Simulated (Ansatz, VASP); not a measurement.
Ge in VASP and in Ansatz

```
Ge
1.0
     1.35523   -2.60052    0.00000
     1.35523    2.60052    0.00000
     0.00000    0.00000    2.69823
Ge
1
Cartesian
  1.3552 0.0000 0.0000
```

Change from the starting cell: strain -0.0300 x Voigt [1, 0, 0, 0, 0, 0], atoms carried along.

Alike in both runs: task single point; functional PBEsol; k mesh 20 × 20 × 18; occupations gaussian, width 0.15 eV; no spin polarisation.

|  | VASP | Ansatz |
| --- | --- | --- |
| version | VASP 6.6.1 | Ansatz 0.2.0 |
| potentials or method | VASP PAW PBE potentials, release 64 (Ge_d), cutoff 520 eV | scalar-relativistic, plane waves, PAW |
| valence electrons in the cell | 14 | 14 |

```csv
,VASP,Ansatz,Ansatz less VASP
gap on the k mesh at the Fermi level (eV),none,none,-
pressure (GPa),-2.0,-1.9,+0.12
"traceless stress, the component that is largest in VASP (GPa)",3.39,3.40,+0.002
```

VASP's potentials were made for PBE, not for PBEsol. A gap of «none» marks a metal or a gap that the smearing closes. With one functional, cell and mesh, what is left measures potentials, basis and numerics.
